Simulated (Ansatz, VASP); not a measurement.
Two plane-wave programs on GaN

The input INCAR:

```
SYSTEM = GaN
PREC = Accurate ; ENCUT = 520
EDIFF = 1E-6 ; ISMEAR = 0
SIGMA = 0.05 ; LREAL = .FALSE.
LASPH = .TRUE. ; NELM = 100
ALGO = Normal ; ISIF = 2
LWAVE = .FALSE. ; LCHARG = .TRUE.
GGA = PE ; LELF = .TRUE.
LVHAR = .TRUE. ; NBANDS = 26
```

The input KPOINTS:

```
Automatic mesh
0
G
  12 12 6
  0 0 0
```

POSCAR

```
GaN
1.0
    3.1799996605      0.0000000000      0.0000000000
   -1.5899998303      2.8365793047      0.0000000000
    0.0000000000      0.0000000000      5.1660000000
Ga N
2 2
Direct
    0.3333333333      0.6666666667      0.0000000000
    0.6666666667      0.3333333333      0.5000000000
    0.3333333333      0.6666666667      0.3750000000
    0.6666666667      0.3333333333      0.8750000000
```

Input for Ansatz:

```yaml
crystal:
  lattice:
    - [3.1799996605, 0.0, 0.0]
    - [-1.5899998303, 2.8365793047, 0.0]
    - [0.0, 0.0, 5.166]
  atoms:
    - { symbol: Ga, position: [0.3333333333, 0.6666666667, 0.0] }
    - { symbol: Ga, position: [0.6666666667, 0.3333333333, 0.5] }
    - { symbol: "N", position: [0.3333333333, 0.6666666667, 0.375] }
    - { symbol: "N", position: [0.6666666667, 0.3333333333, 0.875] }
basis:
  ecutwfc: 420
kpoints:
  mp_grid: { grid: [12, 12, 6] }
hamiltonian:
  xc: pbe
scf:
  occupations: { method: gaussian, width: 0.05 }
output:
  forces: true
  stress: true
  eigenvalues: true
```

Change from the starting cell: strain +0.0300 x Voigt [0, 1, 0, 0, 0, 0], atoms carried along.

Alike in both runs: task single point; functional PBE; k mesh 12 × 12 × 6; occupations gaussian, width 0.05 eV; no spin polarisation.

|  | VASP | Ansatz |
| --- | --- | --- |
| version | VASP 6.6.1 | Ansatz 0.2.0 |
| potentials or method | VASP PAW PBE potentials, release 64 (Ga_d, N), cutoff 520 eV | scalar-relativistic, plane waves, PAW |
| valence electrons in the cell | 36 | 36 |

```tsv
	VASP	Ansatz	Ansatz less VASP
gap on the k mesh at the Fermi level (eV)	1.73	1.73	-0.006
least direct gap on the mesh (eV)	1.73	1.73	-0.006
pressure (GPa)	2.0	1.9	-0.10
traceless stress, the component that is largest in VASP (GPa)	-6.58	-6.59	-0.011
rms of the force components (eV/Å)	0.196	0.200	+0.0034
```

Atom by atom the forces differ by 0.003 eV/Å (rms over components).
